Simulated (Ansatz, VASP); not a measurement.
## TeAs2: VASP beside Ansatz

```
Te As
1.0
    -3.56220    3.56220    2.91042
     3.56220   -3.56220    2.91042
     3.56220    3.56220   -2.91042
Te As
2 4
Direct
  0.75000 0.25000 0.50000
  0.00000 0.00000 0.00000
  0.37500 0.62500 0.25000
  0.37500 0.12500 0.75000
  0.37500 0.62500 0.75000
  0.87500 0.62500 0.25000
```

Alike in both runs: functional PBE; k mesh 8 × 8 × 8; occupations gaussian, width 0.1 eV; no spin polarisation.

Ansatz relaxed the structure, and its values are those at the end. VASP's run is a single point on that final structure, the one shown.

```csv
,VASP,Ansatz
version,VASP 6.6.1,Ansatz 0.2.0
potentials or method,"VASP PAW PBE potentials, release 64 (Te, As), cutoff 520 eV","scalar-relativistic, plane waves, PAW"
valence electrons in the cell,32,92
```

|  | VASP | Ansatz | Ansatz less VASP |
| --- | --- | --- | --- |
| gap on the k mesh at the Fermi level (eV) | none | none | - |
| pressure (GPa) | 0.0 | 0.0 | -0.03 |

A gap of «none» marks a metal or a gap that the smearing closes. VASP's potentials hold 32 valence electrons a cell and Ansatz's 92, so a difference there can come from the potentials and not from the codes.

Neither program's run includes spin-orbit coupling.
